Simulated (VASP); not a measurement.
# AlN (P6_3mc) in VASP: a series of runs, part 3 of 3

VASP 6.6.1. The steps go on from the part before.

## (5) Single point, PBE

This run uses another cell than the first one, of 10.65 Å³/atom, 1.023 times its volume.

Contents of INCAR:

```
PREC     = Accurate       # precision mode
ENCUT    = 520            # plane-wave cutoff, eV
EDIFF    = 1E-6           # SCF threshold, eV
ISMEAR   = -1             # smearing method
SIGMA    = 0.02           # smearing width, eV
LREAL    = False          # projectors in reciprocal space
LASPH    = True           # aspherical terms in the spheres
NELM     = 100            # most SCF steps
ALGO     = Normal         # electronic algorithm
ISIF     = 2              # what is computed and relaxed
LWAVE    = False          # write WAVECAR
LCHARG   = False          # write CHGCAR
GGA      = PE             # functional
NBANDS   = 16             # bands
```

Contents of KPOINTS:

```
Automatic mesh
0
Gamma
  12 12 6
```

Contents of POSCAR:

```
AlN
1.0
    3.1302469295      0.0000000000      0.0000000000
   -1.5651234647      2.7108733610      0.0000000000
    0.0000000000      0.0000000000      5.0179926469
Al N
2 2
Direct
    0.3333333333      0.6666666667     -0.0007707944
    0.6666666667      0.3333333333      0.4992292056
    0.3333333333      0.6666666667      0.3807707944
    0.6666666667      0.3333333333      0.8807707944
```

Potentials or basis: VASP PAW PBE potentials, release 64 (Al, N).

Launch:

```
> cat potpaw_PBE.64/Al/POTCAR potpaw_PBE.64/N/POTCAR > POTCAR
> mpirun -np 1 vasp_std > vasp.out
```

OUTCAR:

```text
PREC = Accurate
   ENCUT = 520
   EDIFF = 1E-6
   ISMEAR = -1
   LREAL = False
   LASPH = True
   NELM = 100
   ISIF = 2
   GGA = PE

 ion  position               nearest neighbor table
   1  0.333  0.667  0.999-   4 1.90   4 1.90   4 1.90   3 1.91   2 3.09   2 3.09   2 3.09   2 3.09
                             2 3.09   2 3.09
   2  0.667  0.333  0.499-   3 1.90   3 1.90   3 1.90   4 1.91   1 3.09   1 3.09   1 3.09   1 3.09
                             1 3.09   1 3.09
   3  0.333  0.667  0.381-   2 1.90   2 1.90   2 1.90   1 1.91
   4  0.667  0.333  0.881-   1 1.90   1 1.90   1 1.90   2 1.91

  LATTYP: Found a hexagonal cell.
 ALAT       =     3.1302469295
 C/A-ratio  =     1.6030660711

  Lattice vectors:

 A1 = (   3.1302469295,   0.0000000000,   0.0000000000)
 A2 = (  -1.5651234647,   2.7108733610,   0.0000000000)
 A3 = (   0.0000000000,   0.0000000000,   5.0179926469)

Analysis of symmetry for initial positions (statically):
=====================================================================
 Subroutine PRICEL returns:
 Original cell was already a primitive cell.

 Routine SETGRP: Setting up the symmetry group for a
 hexagonal supercell.

 Subroutine GETGRP returns: Found 12 space group operations
 (whereof  6 operations were pure point group operations)
 out of a pool of 24 trial point group operations.

The static configuration has the point symmetry C_3v.
 The point group associated with its full space group is C_6v.

Analysis of symmetry for dynamics (positions and initial velocities):
=====================================================================
 Subroutine PRICEL returns:
 Original cell was already a primitive cell.

 Routine SETGRP: Setting up the symmetry group for a
 hexagonal supercell.

 Subroutine GETGRP returns: Found 12 space group operations
 (whereof  6 operations were pure point group operations)
 out of a pool of 24 trial point group operations.

The dynamic configuration has the point symmetry C_3v.
 The point group associated with its full space group is C_6v.

 Subroutine INISYM returns: Found 12 space group operations
 (whereof  6 operations are pure point group operations),
 and found     1 'primitive' translations

----------------------------------------------------------------------------------------

                                     Primitive cell

  volume of cell :      42.5812

  direct lattice vectors                    reciprocal lattice vectors
     3.130246930  0.000000000  0.000000000     0.319463615  0.184442404  0.000000000
    -1.565123465  2.710873361  0.000000000     0.000000000  0.368884808  0.000000000
     0.000000000  0.000000000  5.017992647     0.000000000  0.000000000  0.199282875

  length of vectors
     3.130246930  3.130246929  5.017992647     0.368884808  0.368884808  0.199282875

  position of ions in fractional coordinates (direct lattice)
     0.333333333  0.666666667  0.999229206
     0.666666667  0.333333333  0.499229206
     0.333333333  0.666666667  0.380770794
     0.666666667  0.333333333  0.880770794

  ion indices of the primitive-cell ions
   primitive index   ion index
                 1           1
                 2           2
                 3           3
                 4           4

----------------------------------------------------------------------------------------

 KPOINTS: Automatic mesh

Automatic generation of k-mesh.
 Grid dimensions read from file:
 generate k-points for:   12   12    6

 Generating k-lattice:

  Cartesian coordinates                     Fractional coordinates (reciprocal lattice)
     0.026621968  0.015370200  0.000000000     0.083333333  0.000000000  0.000000000
     0.000000000  0.030740401  0.000000000     0.000000000  0.083333333  0.000000000
     0.000000000  0.000000000  0.033213812     0.000000000  0.000000000  0.166666667

  Length of vectors
     0.030740401  0.030740401  0.033213812

  Shift w.r.t. Gamma in fractional coordinates (k-lattice)
     0.000000000  0.000000000  0.000000000

 Subroutine IBZKPT returns following result:
 ===========================================

 Found     76 irreducible k-points:

 Following reciprocal coordinates:
            Coordinates               Weight
  0.000000  0.000000  0.000000      1.000000
  0.083333  0.000000  0.000000      6.000000
  0.166667 -0.000000  0.000000      6.000000
  0.250000  0.000000  0.000000      6.000000
  0.333333  0.000000  0.000000      6.000000
  0.416667 -0.000000  0.000000      6.000000
[... 16 lines left out ...]
  0.250000  0.000000  0.166667     12.000000
  0.333333  0.000000  0.166667     12.000000
 [... further k-points ...]
   k-points           NKPTS =     76   k-points in BZ     NKDIM =     76   number of bands    NBANDS=     16
   number of dos      NEDOS =    301   number of ions     NIONS =      4
   total plane-waves  NPLWV =  23040
   dimension x,y,z NGX =    24 NGY =   24 NGZ =   40
   dimension x,y,z NGXF=    48 NGYF=   48 NGZF=   80
   ions per type =               2   2
   NGX,Y,Z   is equivalent  to a cutoff of  12.75, 12.75, 13.25 a.u.
   NGXF,Y,Z  is equivalent  to a cutoff of  25.49, 25.49, 26.50 a.u.
 SYSTEM =  unknown system
   PREC   = accura    normal or accurate (medium, high low for compatibility)
   ISTART =      0    job   : 0-new  1-cont  2-samecut
   ICHARG =      2    charge: 1-file 2-atom 10-const
   ISPIN  =      1    spin polarized calculation?
   LNONCOLLINEAR =      F non collinear calculations
   LSORBIT =      F    spin-orbit coupling
   LASPH  =      T    aspherical Exc in radial PAW
   ENCUT  =  520.0 eV  38.22 Ry    6.18 a.u.   5.82  5.82  9.33*2*pi/ulx,y,z
   NELM   =    100;   NELMIN=  2; NELMDL= -5     # of ELM steps
   EDIFF  = 0.1E-05   stopping-criterion for ELM
   LREAL  =      F    real-space projection
   EDIFFG = 0.1E-04   stopping-criterion for IOM
   NSW    =      0    number of steps for IOM
   IBRION =     -1    ionic relax: 0-MD 1-quasi-New 2-CG
   NFREE  =      0    steps in history (QN), initial steepest desc. (CG)
   ISIF   =      2    stress and relaxation
   ISYM   =      2    0-nonsym 1-usesym 2-fastsym
   POTIM  = 0.5000    time-step for ionic-motion
   TEBEG  =    0.0;   TEEND  =   0.0 temperature during run
   PSTRESS=    0.0 pullay stress
   NELECT =      16.0000    total number of electrons
   NUPDOWN=      -1.0000    fix difference up-down
   EMIN   =  10.00;   EMAX   =-10.00  energy-range for DOS
   EFERMI =   0.00;   METHOD = LEGACY
   ISMEAR =    -1;   SIGMA  =   0.02  broadening in eV -4-tet -1-fermi 0-gaus
   EFERMI_NEDOS =   21; number of points for ismear=-14 and -15
   IALGO  =     38    algorithm
   IMIX   =      4    mixing-type and parameters
     AMIX     =   0.40;   BMIX     =  1.00
     AMIX_MAG =   1.60;   BMIX_MAG =  1.00
  volume/ion in A,a.u.               =      10.65        71.84
  Fermi-wavevector in a.u.,A,eV,Ry     =   1.181342  2.232412 18.987859  1.395568
  Thomas-Fermi vector in A             =   2.317617
   LORBIT       =      0    0 simple, 1 ext, 2 COOP (PROOUT), +10 PAW based schemes
   GGA     = PE    functional components
   LHFCALC =     F    Hartree Fock is set to
   AEXX    =    0.0000 exact exchange contribution
   IVDW    =     0    specifies the selected vdW correction
   LEPSILON=     F    determine dielectric tensor
   LRPA    =     F    only Hartree local field effects (RPA)
 non-spin polarized calculation
  energy-cutoff  :      520.00
  volume of cell :       42.58
 maximum number of plane-waves:      1170
 NGX is ok and might be reduce to    24
   NGX = 11   NGY = 11   NGZ = 19

 number of electron      15.9999998 magnetization

 Free energy of the ion-electron system (eV)
  ---------------------------------------------------
  ext. energy  EPLUGINS =         0.00000000
  ---------------------------------------------------
  free energy    TOTEN  =       -29.78050347 eV

  energy without entropy =      -29.78050347  energy(sigma->0) =      -29.78050347

 E-fermi :   6.3447     XC(G=0): -10.8268

 val. band max:        5.9641608425   @ k =   0.0000   0.0000   0.0000
 cond. band min:      10.0072865866   @ k =   0.0000   0.0000   0.0000
 fundamental gap:      4.0431257442
 Fermi energy:         6.3447477599

 k-point     1 :       0.0000    0.0000    0.0000
  band No.  band energies     occupation
      1      -9.1033      2.00000
      2      -7.0206      2.00000
      3       0.0588      2.00000
      4       5.1188      2.00000
      5       5.1188      2.00000
      6       5.7613      2.00000
[... 433 lines left out ...]
      3       1.1235      2.00000
      4       2.0701      2.00000
      5       2.6718      2.00000
      6       4.2240      2.00000
[... 8 lines left out ...]
     15      18.1872      0.00000
     16      20.0820      0.00000

 [... further k-points ...]
[... 5 lines left out ...]
  --------------------------------------------------------------------------------------
  -------------------------------------------------------------------------------------
  Total       -0.0736071     -0.0736071     -0.0564815     -0.0000000      0.0000000      0.0000000
  in kB       -2.7695711     -2.7695711     -2.1251963     -0.0000000      0.0000000      0.0000000
  external PRESSURE =      -2.5547795 kB  Pullay stress =       0.0000000 kB

 VOLUME and BASIS-vectors are now :
 -----------------------------------------------------------------------------
  energy-cutoff  :      520.00
  volume of cell :       42.58
      direct lattice vectors                 reciprocal lattice vectors
     3.130246930  0.000000000  0.000000000     0.319463615  0.184442404  0.000000000
    -1.565123465  2.710873361  0.000000000     0.000000000  0.368884808  0.000000000
     0.000000000  0.000000000  5.017992647     0.000000000  0.000000000  0.199282875

 POSITION                                       TOTAL-FORCE (eV/Angst)
 -----------------------------------------------------------------------------------
     -0.00000      1.80725      5.01412         0.000000     -0.000000      0.000664
      1.56512      0.90362      2.50513         0.000000      0.000000      0.000664
     -0.00000      1.80725      1.91071        -0.000000     -0.000000     -0.000664
      1.56512      0.90362      4.41970         0.000000      0.000000     -0.000664
 -----------------------------------------------------------------------------------
    total drift:                               -0.000000     -0.000000      0.000504

  FREE ENERGIE OF THE ION-ELECTRON SYSTEM (eV)
  ---------------------------------------------------
  free  energy   TOTEN  =       -29.7805034657 eV

  energy  without entropy=      -29.7805034657  energy(sigma->0) =      -29.78050347
```

Run time: 14 s. Hardware: 1 thread of Intel Xeon 6975P-C (Granite Rapids), shared host; peak memory 0.17 GiB.

What came out:

* Free energy: -29.7805 eV
* Pressure: -0.3 GPa
* Band gap on the k mesh: 4.04 eV, direct

Levels at points of the mesh, in eV from the valence-band top:
| k point | band 4 | band 5 | band 6 | band 7 | band 8 | band 9 | band 10 | band 11 | band 12 | band 13 |
| --- | --- | --- | --- | --- | --- | --- | --- | --- | --- | --- |
| (0.00, 0.00, 0.00) | -0.85 | -0.85 | -0.20 | -0.20 | 0.00 | 4.04 | 6.51 | 10.46 | 11.03 | 11.03 |
| (0.50, 0.00, 0.00) | -4.12 | -3.29 | -2.05 | -1.74 | -0.68 | 5.76 | 5.76 | 8.02 | 10.14 | 10.81 |
| (0.00, 0.00, 0.50) | -3.30 | -0.53 | -0.53 | -0.53 | -0.53 | 6.31 | 6.31 | 10.16 | 10.16 | 11.34 |
| (0.50, 0.00, 0.50) | -5.52 | -1.44 | -1.44 | -1.35 | -1.35 | 5.25 | 5.25 | 9.14 | 9.14 | 11.60 |

## (6) Overview

```tsv
level	potentials or basis	cell	smearing	gap on the mesh (eV)	pressure (GPa)
PBE	VASP PAW PBE potentials, release 64 (Al, N)	a = 3.107, b = 3.107, c = 4.979 Å, angles 90.0, 90.0, 120.0°, 4 atoms	fermi-dirac 0.02 eV	4.24	4.4
LDA	VASP PAW LDA potentials, release 64 (Al, N)	a = 3.107, b = 3.107, c = 4.979 Å, angles 90.0, 90.0, 120.0°, 4 atoms	gaussian 0.01 eV	4.27	-3.2
PBEsol	VASP PAW PBE potentials, release 64 (Al, N)	a = 3.114, b = 3.114, c = 4.984 Å, angles 90.0, 90.0, 120.0°, 4 atoms	fermi-dirac 0.02 eV	4.11	-0.1
PBE	VASP PAW PBE potentials, release 64 (Al, N)	a = 3.130, b = 3.130, c = 5.018 Å, angles 90.0, 90.0, 120.0°, 4 atoms	fermi-dirac 0.02 eV	4.04	-0.3
```

Alike in all rows: task single point; no spin polarisation; k mesh 12 × 12 × 6; cutoff (eV) 520.

Caveats: the PAW data sets were made with another functional, which shifts forces and pressure a little (some runs).

Total energies depend on the potentials used, so only differences within one code and one set of settings carry meaning.

## (7) How close it comes

Step 4. A measured gap of AlN is 6.0343 eV (an exciton energy, a little under the gap; 0 K; quoted in “Structural and optical properties of self-assembled AlN nanowires grown on SiO2/Si substrates by molecular beam epitaxy”, 2024, arxiv:2402.00216); the calculated 4.11 eV misses it by -1.92 eV. 2 values of this kind are on record (6.034 to 6.0343 eV); this one was drawn at random. The value is that of PBEsol on a finite k mesh, which can miss the band edges, without temperature or zero-point motion. Semilocal functionals fall short of measured gaps as a rule.

Step 5. Measured gap of AlN: 6.034 eV (an exciton energy, a little under the gap; 10 K; quoted in “Self-assembly of well-separated AlN nanowires directly on sputtered metallic TiN films”, 2019, arxiv:1910.07391). This calculation gives 4.04 eV (-1.99 eV). 2 values of this kind are on record (6.034 to 6.0343 eV); this one was drawn at random. The value is that of PBE on a finite k mesh, which can miss the band edges, without temperature or zero-point motion. Semilocal functionals fall short of measured gaps as a rule.
